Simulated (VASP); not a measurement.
A run of VASP 6.6.1 is set up as follows.

File INCAR:

```
PREC = Accurate
ENCUT = 520
EDIFF = 1E-7
ISMEAR = 0
SIGMA = 0.05
LREAL = False
LASPH = True
NELM = 80
ALGO = Normal
ISIF = 2
LWAVE = False
LCHARG = False
GGA = PS
NBANDS = 16
```

Contents of KPOINTS:

```
regular mesh
0
Gamma
  9 9 6
```

Contents of POSCAR:

```
MgO
1.0
    3.4769000000      0.0000000000      0.0000000000
   -1.7384500000      3.0110837264      0.0000000000
    0.0000000000      0.0000000000      5.2202000000
Mg O
2 2
Direct
    0.3333333333      0.6666666667      0.0036583380
    0.6666666667      0.3333333333      0.5036583380
    0.3333333333      0.6666666667      0.4009416620
    0.6666666667      0.3333333333      0.9009416620
```

Potentials or basis: VASP PAW PBE potentials, release 64 (Mg, O).

Launch:

```sh
$ cat potpaw_PBE.64/Mg/POTCAR potpaw_PBE.64/O/POTCAR > POTCAR
$ mpirun -np 1 vasp_std > vasp.out
```

**Question.** Estimate the band gap on the k mesh.

**Answer.** 2.63 eV, direct.

**Question.** Predict the pressure.

**Answer.** -13.3 GPa.

Stress tensor (GPa, compression positive):
```
-14.37   0.00   0.00
  0.00 -14.37   0.00
  0.00   0.00 -11.20
```

Caveat: the PAW data sets were made with another functional, which shifts forces and pressure a little. A k mesh can miss the band edges.
